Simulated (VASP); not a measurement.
Runs of VASP 6.6.1 on KCl. The structure is that of space group Fm-3m (No. 225), or close to it. The cells are those of the table. 

```tsv
task	cell	smearing	gap on the mesh (eV)	pressure (GPa)
single point	a = 4.479, b = 4.483, c = 4.429 Å, angles 59.0, 59.7, 59.5°, 2 atoms	gaussian 0.02 eV	(b)	(a)
single point	a = 4.493 Å, angles 60.0°, 2 atoms	gaussian 0.02 eV	4.93	(c)
single point	a = 4.505 Å, angles 60.0°, 2 atoms	gaussian 0.02 eV	4.91	-0.9
single point	a = 4.463 Å, angles 60.0°, 2 atoms	gaussian 0.1 eV	4.99	-0.5
```

Alike in all rows: level PBEsol; potentials or basis VASP PAW PBE potentials, release 64 (K_sv, Cl); no spin polarisation; k mesh 6 × 6 × 6; cutoff (eV) 520.

Q: Estimate the missing entries.

A: (a) -0.2; (b) 5.01; (c) -0.8.

Caveats: the PAW data sets were made with another functional, which shifts forces and pressure a little.

